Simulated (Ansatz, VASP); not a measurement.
## Two plane-wave programs on Se

```
Se
1.0
     6.52770    0.00000    0.00000
     0.00000    6.52770    0.00000
     0.00000    0.00000    2.39360
Se
6
Direct
  0.17680 0.32320 0.00000
  0.32320 0.82320 0.00000
  0.82320 0.67680 0.00000
  0.67680 0.17680 0.00000
  0.00000 0.00000 0.00000
  0.50000 0.50000 0.00000
```

Alike in both runs: task single point; functional PBE; k mesh 4 × 4 × 8; occupations gaussian, width 0.1 eV; no spin polarisation.

|  | VASP | Ansatz |
| --- | --- | --- |
| version | VASP 6.6.1 | Ansatz 0.2.0 |
| potentials or method | VASP PAW PBE potentials, release 64 (Se), cutoff 520 eV | scalar-relativistic, plane waves, PAW |
| valence electrons in the cell | 36 | 96 |

Ansatz gave:

| Quantity | Value |
| --- | --- |
| gap on the k mesh at the Fermi level (eV) | none |
| rms of the force components (eV/Å) | 0.542 |

**Question.** Which values does VASP return?

**Answer.** gap on the k mesh at the Fermi level (eV): none; rms of the force components (eV/Å): 0.549.

Atom by atom the forces differ by 0.007 eV/Å (rms over components). A gap of «none» marks a metal or a gap that the smearing closes. VASP's potentials hold 36 valence electrons a cell and Ansatz's 96, so a difference there can come from the potentials and not from the codes.
